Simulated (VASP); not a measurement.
Al5GaAs6, 12 atoms in the cell. The structure is orthorhombic, space group Pmm2 (No. 25). The conventional cell has a = 4.054 Å, b = 12.158 Å, c = 5.729 Å, α = 90.00°, β = 90.00°, γ = 90.00°. Al (site symmetry m) has 4 As at 2.48 Å within 3.3 Å. Al (site symmetry m) has 4 As at 2.48 Å within 3.3 Å. Al (site symmetry mm2) has 4 As at 2.48 Å within 3.3 Å. Ga (site symmetry mm2) has 4 As at 2.49 Å within 3.3 Å. Within 3.3 Å of As (site symmetry m) lie 3 Al at 2.48 Å and 1 Ga at 2.49 Å. Within 3.3 Å of As (site symmetry mm2) lie 2 Al at 2.48 Å and 2 Ga at 2.49 Å. As (site symmetry m) has 4 Al at 2.48 Å within 3.3 Å. As (site symmetry mm2) has 4 Al at 2.48 Å within 3.3 Å. 

| Quantity | Value |
| --- | --- |
| Program | VASP 6.6.1 |
| Task | single point |
| Functional | PBE |
| Potentials or basis | VASP PAW PBE potentials, release 64 (Al, Ga_d, As) |
| Cutoff | 520 eV |
| k mesh | 8 × 4 × 6 |
| Occupations | gaussian, width 0.02 eV |
| Spin | no spin polarisation |
| Dipole correction | no |
| Further INCAR settings | ALGO = Normal; EDIFF = 1e-06; NBANDS = 41 |

Potentials or basis: VASP PAW PBE potentials, release 64 (Al, Ga_d, As).

Run with:

```sh
$ cat potpaw_PBE.64/Al/POTCAR potpaw_PBE.64/Ga_d/POTCAR potpaw_PBE.64/As/POTCAR > POTCAR
$ mpirun -np 1 vasp_std > vasp.out
```

Hardware: 1 thread of Intel(R) Xeon(R) Platinum 8488C (Sapphire Rapids) (shared host).

**Question.** How long does it take, and how much memory?

**Answer.** Run time: 9 min on 1 thread of Intel(R) Xeon(R) Platinum 8488C (Sapphire Rapids) (shared host), peak memory 0.73 GiB. Counts: scf iterations 14, k points 60.
